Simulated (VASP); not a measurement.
Wanted: the native input for a VASP 6.6.1 run.

| Property | Result |
| --- | --- |
| Task | single point |
| Functional | PBE |
| Dispersion | D3(BJ) |
| Potentials or basis | VASP PAW PBE potentials, release 64 (Al, Cu) |
| Cutoff | 520 eV |
| k mesh | 9 × 9 × 1 |
| Occupations | methfessel-paxton, width 0.1 eV |
| Spin | no spin polarisation |
| Dipole correction | yes |
| Further INCAR settings | ALGO = Normal; EDIFF = 1e-06; NBANDS = 50; NELMDL = -8 |

The structure of Al19Cu lies in POSCAR:

```
Al19Cu
1.0
    5.7145624455      0.0000000290      0.0000000000
   -2.8572812479      4.9489562348      0.0000000000
    0.0000000000      0.0000000000     21.3318491085
Al Cu
19 1
Direct
    0.0001501228      0.0000750614      0.2830141717
    0.0000000000      0.5000000000      0.2832527978
    0.4999249386      1.0000750614      0.2830141717
    0.4999249386      0.4998498772      0.2830141717
    0.3333333333      0.1666666667      0.3937877330
    0.3328342411      0.6664171205      0.3930088751
    0.8335828795      0.1671657589      0.3930088751
    0.8335828795      0.6664171205      0.3930088751
    0.6699400050      0.3349700025      0.5022229221
    0.6666666667      0.8333333333      0.5000169659
    0.1650299975      0.3349700025      0.5022229221
    0.1650299975      0.8300599950      0.5022229221
    0.0004968891      0.0002484446      0.6077582155
    0.4997515554      0.4995031109      0.6077582155
    0.4997515554      0.0002484446      0.6077582155
    0.3278325253      0.6639162627      0.7141184750
    0.3333333333      0.1666666667      0.7180380342
    0.8360837373      0.6639162627      0.7141184750
    0.8360837373      0.1721674747      0.7141184750
    0.0000000000      0.5000000000      0.6045176428
```

These files were run (other wordings do the same):

INCAR

```
SYSTEM = Al19Cu
PREC = Accurate ; ENCUT = 520
EDIFF = 1E-6 ; ISMEAR = 1
SIGMA = 0.1 ; LREAL = .False.
LASPH = .True. ; NELM = 120
ALGO = Normal ; ISIF = 2
LWAVE = .False. ; LCHARG = .False.
LDIPOL = .True. ; IDIPOL = 3
DIPOL = 0.5 0.5 0.500 ; GGA = PE
IVDW = 12 ; NBANDS = 50
GGA_COMPAT = .False. ; NELMDL = -8
```

KPOINTS

```
Automatic mesh
0
Gamma
  9 9 1
  0 0 0
```

Potentials or basis: VASP PAW PBE potentials, release 64 (Al, Cu).

Run with:

```bash
$ cat potpaw_PBE.64/Al/POTCAR potpaw_PBE.64/Cu/POTCAR > POTCAR
$ mpirun -np 1 vasp_std > vasp.out
```

Results of the run:

The largest force is 0.095 eV/Å, the band gap on the k mesh is zero (bands 34 and 35 overlap by 1.91 eV) and the dispersion energy per atom is -0.277 eV.

It took 32 min on 1 thread of AMD EPYC 7571 (shared host), peak memory 0.87 GiB.
